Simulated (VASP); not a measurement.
# PPt (P6_3mc) in VASP: single point with PBE-based global hybrid with 15 % exact exchange

Aim: the single point of PPt with PBE-based global hybrid with 15 % exact exchange.

Everything below comes from runs of VASP 6.6.1. Logs are shortened: lines on timing, memory, paths and dates and some standing lists are left out, and cuts for length are marked.

## Step 1: The cell of the first run

The structure is hexagonal, space group P6_3mc (No. 186). The conventional cell has a = 3.743 Å, b = 3.743 Å, c = 6.354 Å, α = 90.00°, β = 90.00°, γ = 120.00°. Within 3.1 Å of Pt (site symmetry 3m) lie 4 P at 2.32 to 2.34 Å. P (site symmetry 3m) has 4 Pt at 2.32 to 2.34 Å within 3.1 Å.

## Step 2: Single point, PBE-based global hybrid with 15 % exact exchange

File POSCAR:

```
PPt
1.0
    3.7430278549      0.0000000000      0.0000000000
   -1.8715139275      3.2415572094      0.0000000000
    0.0000000000      0.0000000000      6.3537430000
Pt P
2 2
Direct
    0.3333333333      0.6666666667      0.3718990000
    0.6666666667      0.3333333333      0.8718990000
    0.3333333333      0.6666666667      0.0031030000
    0.6666666667      0.3333333333      0.5031030000
```

File INCAR.step1:

```
SYSTEM = PPt
ALGO = Normal ; EDIFF = 1E-5
ENCUT = 520 ; GGA = PE
ISIF = 2 ; ISMEAR = -1
LASPH = .True. ; LCHARG = .False.
LREAL = .False. ; LWAVE = .True.
NBANDS = 23 ; NELM = 80
PREC = Accurate ; SIGMA = 0.05
```

File INCAR.step2:

```
SYSTEM = PPt
AEXX = 0.15 ; ALGO = Normal
EDIFF = 1E-7 ; ENCUT = 520
GGA = PE ; ISIF = 2
ISMEAR = -1 ; ISTART = 1
LASPH = .True. ; LCHARG = .False.
LHFCALC = .True. ; LREAL = .False.
LWAVE = .False. ; NBANDS = 23
NELM = 80 ; PREC = Accurate
PRECFOCK = Normal ; SIGMA = 0.05
```

File KPOINTS:

```
k-points
0
Gamma
  5 5 3
  0 0 0
```

Potentials or basis: VASP PAW PBE potentials, release 64 (Pt, P).

The run is started by

```bash
$ cat potpaw_PBE.64/Pt/POTCAR potpaw_PBE.64/P/POTCAR > POTCAR
$ cp INCAR.step1 INCAR
$ mpirun -np 1 vasp_std > vasp.out
$ cp INCAR.step2 INCAR
$ mpirun -np 1 vasp_std > vasp.out
```

OUTCAR:

```text
SYSTEM = PPt
   AEXX = 0.15
   EDIFF = 1E-7
   ENCUT = 520
   GGA = PE
   ISIF = 2
   ISMEAR = -1
   ISTART = 1
   LASPH = .True.
   LHFCALC = .True.
   LREAL = .False.
   NELM = 80
   PREC = Accurate
   PRECFOCK = Normal

 ion  position               nearest neighbor table
   1  0.333  0.667  0.372-   4 2.32   4 2.32   4 2.32   3 2.34
   2  0.667  0.333  0.872-   3 2.32   3 2.32   3 2.32   4 2.34
   3  0.333  0.667  0.003-   2 2.32   2 2.32   2 2.32   1 2.34
   4  0.667  0.333  0.503-   1 2.32   1 2.32   1 2.32   2 2.34

  LATTYP: Found a hexagonal cell.
 ALAT       =     3.7430278549
 C/A-ratio  =     1.6974875011

  Lattice vectors:

 A1 = (   3.7430278549,   0.0000000000,   0.0000000000)
 A2 = (  -1.8715139275,   3.2415572094,   0.0000000000)
 A3 = (   0.0000000000,   0.0000000000,   6.3537430000)

Analysis of symmetry for initial positions (statically):
=====================================================================
 Subroutine PRICEL returns:
 Original cell was already a primitive cell.

 Routine SETGRP: Setting up the symmetry group for a
 hexagonal supercell.

 Subroutine GETGRP returns: Found 12 space group operations
 (whereof  6 operations were pure point group operations)
 out of a pool of 24 trial point group operations.

The static configuration has the point symmetry C_3v.
 The point group associated with its full space group is C_6v.

Analysis of symmetry for dynamics (positions and initial velocities):
=====================================================================
 Subroutine PRICEL returns:
 Original cell was already a primitive cell.

 Routine SETGRP: Setting up the symmetry group for a
 hexagonal supercell.

 Subroutine GETGRP returns: Found 12 space group operations
 (whereof  6 operations were pure point group operations)
 out of a pool of 24 trial point group operations.

The dynamic configuration has the point symmetry C_3v.
 The point group associated with its full space group is C_6v.

 Subroutine INISYM returns: Found 12 space group operations
 (whereof  6 operations are pure point group operations),
 and found     1 'primitive' translations

----------------------------------------------------------------------------------------

                                     Primitive cell

  volume of cell :      77.0915

  direct lattice vectors                    reciprocal lattice vectors
     3.743027855  0.000000000  0.000000000     0.267163387  0.154246854  0.000000000
    -1.871513927  3.241557209  0.000000000     0.000000000  0.308493707  0.000000000
     0.000000000  0.000000000  6.353743000     0.000000000  0.000000000  0.157387543

  length of vectors
     3.743027855  3.743027855  6.353743000     0.308493707  0.308493707  0.157387543

  position of ions in fractional coordinates (direct lattice)
     0.333333333  0.666666667  0.371899000
     0.666666667  0.333333333  0.871899000
     0.333333333  0.666666667  0.003103000
     0.666666667  0.333333333  0.503103000

  ion indices of the primitive-cell ions
   primitive index   ion index
                 1           1
                 2           2
                 3           3
                 4           4

----------------------------------------------------------------------------------------

 KPOINTS: k-points

Automatic generation of k-mesh.
 Grid dimensions read from file:
 generate k-points for:    5    5    3

 Generating k-lattice:

  Cartesian coordinates                     Fractional coordinates (reciprocal lattice)
     0.053432677  0.030849371  0.000000000     0.200000000  0.000000000  0.000000000
     0.000000000  0.061698741  0.000000000     0.000000000  0.200000000  0.000000000
     0.000000000  0.000000000  0.052462514     0.000000000  0.000000000  0.333333333

  Length of vectors
     0.061698741  0.061698741  0.052462514

  Shift w.r.t. Gamma in fractional coordinates (k-lattice)
     0.000000000  0.000000000  0.000000000

 Subroutine IBZKPT returns following result:
 ===========================================

 Found     10 irreducible k-points:

 Following reciprocal coordinates:
            Coordinates               Weight
  0.000000  0.000000  0.000000      1.000000
  0.200000  0.000000  0.000000      6.000000
  0.400000 -0.000000  0.000000      6.000000
  0.200000  0.200000  0.000000      6.000000
  0.400000  0.200000  0.000000      6.000000
  0.000000  0.000000  0.333333      2.000000
  0.200000  0.000000  0.333333     12.000000
  0.400000 -0.000000  0.333333     12.000000
  0.200000  0.200000  0.333333     12.000000
  0.400000  0.200000  0.333333     12.000000
   k-points           NKPTS =     10   k-points in BZ     NKDIM =     75   number of bands    NBANDS=     23
   number of dos      NEDOS =    301   number of ions     NIONS =      4
   total plane-waves  NPLWV =  37632
   dimension x,y,z NGX =    28 NGY =   28 NGZ =   48
   dimension x,y,z NGXF=    56 NGYF=   56 NGZF=   96
   ions per type =               2   2
   NGX,Y,Z   is equivalent  to a cutoff of  12.44, 12.44, 12.56 a.u.
   NGXF,Y,Z  is equivalent  to a cutoff of  24.87, 24.87, 25.12 a.u.
 SYSTEM =  PPt
   PREC   = accura    normal or accurate (medium, high low for compatibility)
   ISTART =      1    job   : 0-new  1-cont  2-samecut
   ICHARG =      0    charge: 1-file 2-atom 10-const
   ISPIN  =      1    spin polarized calculation?
   LNONCOLLINEAR =      F non collinear calculations
   LSORBIT =      F    spin-orbit coupling
   LASPH  =      T    aspherical Exc in radial PAW
   ENCUT  =  520.0 eV  38.22 Ry    6.18 a.u.   6.96  6.96 11.81*2*pi/ulx,y,z
   NELM   =     80;   NELMIN=  2; NELMDL=  0     # of ELM steps
   EDIFF  = 0.1E-06   stopping-criterion for ELM
   LREAL  =      F    real-space projection
   EDIFFG = 0.1E-05   stopping-criterion for IOM
   NSW    =      0    number of steps for IOM
   IBRION =     -1    ionic relax: 0-MD 1-quasi-New 2-CG
   NFREE  =      0    steps in history (QN), initial steepest desc. (CG)
   ISIF   =      2    stress and relaxation
   ISYM   =      3    0-nonsym 1-usesym 2-fastsym
   POTIM  = 0.5000    time-step for ionic-motion
   TEBEG  =    0.0;   TEEND  =   0.0 temperature during run
   PSTRESS=    0.0 pullay stress
   NELECT =      30.0000    total number of electrons
   NUPDOWN=      -1.0000    fix difference up-down
   EMIN   =  10.00;   EMAX   =-10.00  energy-range for DOS
   EFERMI =   0.00;   METHOD = LEGACY
   ISMEAR =    -1;   SIGMA  =   0.05  broadening in eV -4-tet -1-fermi 0-gaus
   EFERMI_NEDOS =   21; number of points for ismear=-14 and -15
   IALGO  =     38    algorithm
   IMIX   =      1    mixing-type and parameters
     AMIX     =   0.40;   BMIX     =  1.00
     AMIX_MAG =   1.60;   BMIX_MAG =  1.00
  volume/ion in A,a.u.               =      19.27       130.06
  Fermi-wavevector in a.u.,A,eV,Ry     =   1.195216  2.258631 19.436489  1.428542
  Thomas-Fermi vector in A             =   2.331187
   LORBIT       =      0    0 simple, 1 ext, 2 COOP (PROOUT), +10 PAW based schemes
   GGA     = PE    functional components
   LHFCALC =     T    Hartree Fock is set to
   PRECFOCK=normal    Normal, Fast or Accurate (Low or Medium for compatibility)
   ENCUT4O =  -1.0   cutoff for four orbital integrals eV
   NKREDX  =     1    reduce k-point grid by
   NKREDY  =     1    reduce k-point grid by
   NKREDZ  =     1    reduce k-point grid by
   AEXX    =    0.1500 exact exchange contribution
   HFSCREEN=    0.0000 screening length (either q_TF or 0.3 A-1)
   HFSCREENC=   0.0000 screening length for correlation (either q_TF or 0.3 A-1)
   ENCUTFOCK=  -1.0 apply spherical cutoff to Coloumb kernel
   IVDW    =     0    specifies the selected vdW correction
   LEPSILON=     F    determine dielectric tensor
   LRPA    =     F    only Hartree local field effects (RPA)
 non-spin polarized calculation
  energy-cutoff  :      520.00
  volume of cell :       77.09
 maximum number of plane-waves:      2088
 NGX is ok and might be reduce to    28
  NGX = 24; NGY = 24; NGZ = 36

 number of electron      30.0000001 magnetization

 Free energy of the ion-electron system (eV)
  ---------------------------------------------------
  ext. energy  EPLUGINS =         0.00000000
  ---------------------------------------------------
  free energy    TOTEN  =       -27.80915943 eV

  energy without entropy =      -27.80666203  energy(sigma->0) =      -27.80791073

 E-fermi :   7.0067     XC(G=0):  -9.3679

 val. band max:        6.8196189316   @ k =   0.2000   0.0000   0.0000
 cond. band min:       7.2476237507   @ k =   0.4000  -0.0000   0.3333
 fundamental gap:      0.4280048191
 Fermi energy:         7.0066602407

 k-point     1 :       0.0000    0.0000    0.0000
  band No.  band energies     occupation
      1      -7.2067      2.00000
      2      -5.8192      2.00000
      3       0.1203      2.00000
      4       0.2014      2.00000
      5       0.2898      2.00000
      6       0.2898      2.00000
[... 15 lines left out ...]
     22      14.8107      0.00000
     23      14.8107      0.00000

 k-point     2 :       0.2000    0.0000    0.0000
  band No.  band energies     occupation
      1      -6.7928      2.00000
      2      -5.5789      2.00000
      3      -0.0403      2.00000
      4       0.2773      2.00000
      5       0.4594      2.00000
      6       0.4654      2.00000
[... 15 lines left out ...]
     22      14.7639      0.00000
     23      15.3265      0.00000

 k-point     3 :       0.4000   -0.0000    0.0000
  band No.  band energies     occupation
      1      -5.9474      2.00000
      2      -5.2549      2.00000
      3      -0.3087      2.00000
      4       0.0298      2.00000
      5       0.6109      2.00000
      6       0.8946      2.00000
[... 15 lines left out ...]
     22      15.3197      0.00000
     23      15.8243      0.00000
[... 131 lines left out ...]
 k-point     9 :       0.2000    0.2000    0.3333
  band No.  band energies     occupation
      1      -5.9261      2.00000
      2      -5.5024      2.00000
      3      -0.2382      2.00000
      4      -0.1821      2.00000
      5       0.5922      2.00000
      6       0.6744      2.00000
[... 15 lines left out ...]
     22      14.9268      0.00000
     23      15.9244      0.00000

 k-point    10 :       0.4000    0.2000    0.3333
  band No.  band energies     occupation
      1      -5.4683      2.00000
      2      -5.3015      2.00000
      3      -0.1356      2.00000
      4      -0.0743      2.00000
      5       0.5121      2.00000
      6       1.0271      2.00000
[... 15 lines left out ...]
     22      15.0073      0.00000
     23      15.6533      0.00000

------------------------ aborting loop because EDIFF is reached ----------------------------------------

  FORCE on cell =-STRESS in cart. coord.  units (eV):
  Direction    XX          YY          ZZ          XY          YZ          ZX
  --------------------------------------------------------------------------------------
  -------------------------------------------------------------------------------------
  Total       -1.5893791     -1.5893791     -1.2905093      0.0000000      0.0000000      0.0000000
  in kB      -33.0317574    -33.0317574    -26.8204045      0.0000000      0.0000000      0.0000000
  external PRESSURE =     -30.9613065 kB  Pullay stress =       0.0000000 kB

 VOLUME and BASIS-vectors are now :
 -----------------------------------------------------------------------------
  energy-cutoff  :      520.00
  volume of cell :       77.09
      direct lattice vectors                 reciprocal lattice vectors
     3.743027855  0.000000000  0.000000000     0.267163387  0.154246854  0.000000000
    -1.871513927  3.241557209  0.000000000     0.000000000  0.308493707  0.000000000
     0.000000000  0.000000000  6.353743000     0.000000000  0.000000000  0.157387543

 POSITION                                       TOTAL-FORCE (eV/Angst)
 -----------------------------------------------------------------------------------
     -0.00000      2.16104      2.36295        -0.000000      0.000000      0.024982
      1.87151      1.08052      5.53982         0.000000     -0.000000      0.024982
     -0.00000      2.16104      0.01972        -0.000000      0.000000     -0.024982
      1.87151      1.08052      3.19659         0.000000      0.000000     -0.024982
 -----------------------------------------------------------------------------------
    total drift:                                0.000000      0.000000      0.000389

  FREE ENERGIE OF THE ION-ELECTRON SYSTEM (eV)
  ---------------------------------------------------
  free  energy   TOTEN  =       -27.8091594262 eV

  energy  without entropy=      -27.8066620251  energy(sigma->0) =      -27.80791073
```

Wall time 61 min (1 thread of Intel Xeon Platinum 8488C (Sapphire Rapids), shared host); peak memory 0.22 GiB.

What came out:

```
Free energy            : -27.8092 eV
Pressure               : -3.1 GPa
Largest force          : 0.025 eV/Å
Band gap on the k mesh : zero (bands 15 and 16 overlap by 3.76 eV)
```

Forces on the atoms (eV/Å):
```
Pt   0.000  0.000  0.025
Pt   0.000  0.000  0.025
P    0.000  0.000 -0.025
P    0.000  0.000 -0.025
```

Stress tensor (GPa, compression positive):
```
-3.30  0.00  0.00
 0.00 -3.30  0.00
 0.00  0.00 -2.68
```

Caveat: the k points lie up to 0.39 Å⁻¹ apart, too coarse for converged energies and pressures of a metal; the PAW data sets were made with another functional, which shifts forces and pressure a little; spin-orbit coupling is left out, which moves the levels of the heavy elements.

The gap in the log of VASP goes by the Fermi energy; the results here count the filled bands.